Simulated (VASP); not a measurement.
Here is a VASP 6.6.1 calculation.

POSCAR

```
HfO2
1.0
    5.1137784634      0.0000000000     -0.0057050600
    0.0000000000      5.1814799091      0.0000000000
   -0.8637460307      0.0000000000      5.2240136546
Hf O
4 8
Direct
    0.2761899061      0.0418256091      0.2081959030
    0.7238100939      0.5418256091      0.2918040970
    0.7238100939      0.9581743909      0.7918040970
    0.2761899061      0.4581743909      0.7081959030
    0.4479232021      0.7576885539      0.4785121653
    0.5520767979      0.2576885539      0.0214878347
    0.5520767979      0.2423114461      0.5214878347
    0.4479232021      0.7423114461      0.9785121653
    0.0701703104      0.3339088452      0.3439191144
    0.9298296896      0.8339088452      0.1560808856
    0.9298296896      0.6660911548      0.6560808856
    0.0701703104      0.1660911548      0.8439191144
```

INCAR.step1

```
SYSTEM = HfO2
PREC     = Accurate       ! precision mode
ENCUT    = 520            ! plane-wave cutoff, eV
ISMEAR   = -1             ! smearing method
SIGMA    = 0.02           ! smearing width, eV
LREAL    = .FALSE.        ! projectors in reciprocal space
LASPH    = .TRUE.         ! aspherical terms in the spheres
NELM     = 80             ! most SCF steps
NBANDS   = 56             ! bands
GGA      = PE             ! functional
ALGO     = Normal         ! electronic algorithm
EDIFF    = 1E-4           ! SCF threshold, eV
LWAVE    = .TRUE.         ! write WAVECAR
LCHARG   = .FALSE.        ! write CHGCAR
```

The input INCAR.step2:

```
SYSTEM = HfO2
PREC     = Accurate       ! precision mode
ENCUT    = 520            ! plane-wave cutoff, eV
EDIFF    = 1E-6           ! SCF threshold, eV
ISMEAR   = -1             ! smearing method
SIGMA    = 0.02           ! smearing width, eV
LREAL    = .FALSE.        ! projectors in reciprocal space
LASPH    = .TRUE.         ! aspherical terms in the spheres
NELM     = 80             ! most SCF steps
ALGO     = Normal         ! electronic algorithm
ISIF     = 2              ! what is computed and relaxed
LWAVE    = .FALSE.        ! write WAVECAR
LCHARG   = .TRUE.         ! write CHGCAR
METAGGA  = R2SCAN         ! meta-GGA
LMIXTAU  = .TRUE.       
LELF     = .TRUE.         ! ELF
LVHAR    = .TRUE.       
NBANDS   = 56             ! bands
ISTART   = 1
```

The input KPOINTS:

```
regular mesh
0
G
  4 4 4
  0 0 0
```

Potentials or basis: VASP PAW PBE potentials, release 64 (Hf_pv, O).

Launch:

```console
$ cat potpaw_PBE.64/Hf_pv/POTCAR potpaw_PBE.64/O/POTCAR > POTCAR
$ cp INCAR.step1 INCAR
$ mpirun -np 1 vasp_std > vasp.out
$ cp INCAR.step2 INCAR
$ mpirun -np 1 vasp_std > vasp.out
```

Question: What does it give for the band gap on the k mesh?

Answer: 4.55 eV, indirect (least direct gap 4.64 eV).

Question: Predict the largest force.

Answer: 0.095 eV/Å.

Stress tensor (GPa, compression positive):
```
-3.42  0.00 -0.22
 0.00 -3.44  0.00
-0.22  0.00 -3.36
```

Caveat: the PAW data sets were made with another functional, which shifts forces and pressure a little; spin-orbit coupling is left out, which moves the levels of the heavy elements. A k mesh can miss the band edges.
